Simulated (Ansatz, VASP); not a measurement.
# Two plane-wave programs on SiGe4

```
Si Ge
1.0
     2.80599    0.00000    0.00000
    -1.40300    2.43006    0.00000
     0.00000    0.00000   13.75718
Si Ge
1 4
Direct
  0.00000 0.00000 0.50000
  0.00000 0.00000 0.69539
  0.00000 0.00000 0.89859
  0.00000 0.00000 0.10141
  0.00000 0.00000 0.30461
```

Alike in both runs: functional PBE; k mesh 6 × 6 × 2; occupations gaussian, width 0.1 eV; no spin polarisation.

Ansatz relaxed the structure, and its values are those at the end. VASP's run is a single point on that final structure, the one shown.

|  | VASP | Ansatz |
| --- | --- | --- |
| version | VASP 6.6.1 | Ansatz 0.2.0 |
| potentials or method | VASP PAW PBE potentials, release 64 (Si, Ge_d), cutoff 520 eV | scalar-relativistic, plane waves, PAW |
| valence electrons in the cell | 60 | 60 |

```csv
,VASP,Ansatz,Ansatz less VASP
gap on the k mesh at the Fermi level (eV),none,none,-
pressure (GPa),-0.1,0.0,+0.06
rms of the force components (eV/Å),0.004,0.004,-0.0003
```

A gap of «none» marks a metal or a gap that the smearing closes. The functional is the same, so the differences come from potentials, cutoffs and numerics.

The k mesh is coarse, so the values compare programs but aren't converged.
